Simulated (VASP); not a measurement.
HgPt, 2 atoms in the cell. It takes space group P4/mmm (No. 123, tetragonal). Conventional cell: a = 2.855 Å, b = 2.855 Å, c = 3.731 Å, α = 90.00°, β = 90.00°, γ = 90.00°. Hg (site symmetry 4/mmm) has 8 Pt at 2.75 Å and 6 Hg at 2.86 to 3.73 Å within 3.8 Å. Pt (site symmetry 4/mmm) has 8 Hg at 2.75 Å and 6 Pt at 2.86 to 3.73 Å within 3.8 Å. 

```yaml
Program: VASP 6.6.1
Task: single point
Functional: PBEsol
Potentials_or_basis: VASP PAW PBE potentials, release 64 (Hg, Pt)
Cutoff: 520 eV
k_mesh: 14 × 14 × 12
Occupations: gaussian, width 0.1 eV
Spin: no spin polarisation
Dipole_correction: no
Further_INCAR_settings: ALGO = Fast; EDIFF = 1e-06; NBANDS = 18
```

Potentials or basis: VASP PAW PBE potentials, release 64 (Hg, Pt).

Run with:

```bash
$ cat potpaw_PBE.64/Hg/POTCAR potpaw_PBE.64/Pt/POTCAR > POTCAR
$ mpirun -np 1 vasp_std > vasp.out
```

Hardware: 1 thread of Oxide Virtual Turin-like Processor, with other jobs on the host.

Estimate the wall time of this run.

It took 81 s on 1 thread of Oxide Virtual Turin-like Processor, on a shared host, peak memory 0.22 GiB. Counts: scf iterations 12, k points 252.
